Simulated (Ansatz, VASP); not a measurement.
# WC in VASP and in Ansatz

```
W C
1.0
     2.90050    0.00000    0.00000
    -1.45025    2.51191    0.00000
     0.00000    0.00000    2.82900
W C
1 1
Direct
  0.00000 0.00000 0.07953
  0.66667 0.33333 0.50000
```

Change from the starting cell: all W atoms moved +0.225 Å, as atom 1 along Cartesian [0 0 1].

Alike in both runs: task single point; functional PBEsol; k mesh 6 × 6 × 6; occupations gaussian, width 0.15 eV; no spin polarisation.

```csv
,VASP,Ansatz
version,VASP 6.6.1,Ansatz 0.2.0
potentials or method,"VASP PAW PBE potentials, release 64 (W_sv, C_h), cutoff 1300 eV","scalar-relativistic, plane waves, PAW"
valence electrons in the cell,18,18
```

|  | VASP | Ansatz | Ansatz less VASP |
| --- | --- | --- | --- |
| gap on the k mesh at the Fermi level (eV) | none | none | - |
| pressure (GPa) | 11.8 | 10.5 | -1.28 |
| traceless stress, the component that is largest in VASP (GPa) | 1.86 | 1.73 | -0.135 |
| rms of the force components (eV/Å) | 2.064 | 2.046 | -0.0178 |

VASP's potentials were made for PBE, not for PBEsol. Atom by atom the forces differ by 0.018 eV/Å (rms over components). A gap of «none» marks a metal or a gap that the smearing closes. The functional is the same, so the differences come from potentials, cutoffs and numerics.

The k mesh is coarse, so the values compare programs but aren't converged. Neither program's run includes spin-orbit coupling.
